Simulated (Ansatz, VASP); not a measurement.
**TeAs2 in VASP and in Ansatz**

```
CELL_PARAMETERS angstrom
-3.55645 3.55645 2.94052
3.55645 -3.55645 2.94052
3.55645 3.55645 -2.94052
ATOMIC_POSITIONS crystal
Te 0.75000 0.25000 0.50000
Te 0.00000 0.00000 0.00000
As 0.37500 0.62500 0.25000
As 0.37500 0.12500 0.75000
As 0.37500 0.62500 0.75000
As 0.87500 0.62500 0.25000
```

Alike in both runs: task single point; functional PBEsol; k mesh 8 × 8 × 8; occupations methfessel-paxton of order 1, width 0.3 eV; no spin polarisation.

|  | VASP | Ansatz |
| --- | --- | --- |
| version | VASP 6.6.1 | Ansatz 0.2.0 |
| potentials or method | VASP PAW PBE potentials, release 64 (Te, As), cutoff 520 eV | scalar-relativistic, plane waves, PAW |
| valence electrons in the cell | 32 | 92 |

Ansatz gave:

```
gap on the k mesh at the Fermi level (eV)                     : none
pressure (GPa)                                                : -3.8
traceless stress, the component that is largest in VASP (GPa) : -0.89
```

Q: Which values does VASP return?

A: gap on the k mesh at the Fermi level (eV): none; pressure (GPa): -3.7; traceless stress, the component that is largest in VASP (GPa): -0.84.

VASP's potentials were made for PBE, not for PBEsol. A gap of «none» marks a metal or a gap that the smearing closes. The functional is the same, so the differences come from potentials, cutoffs and numerics. VASP's potentials hold 32 valence electrons a cell and Ansatz's 92, so a difference there can come from the potentials and not from the codes.

Neither program's run includes spin-orbit coupling.
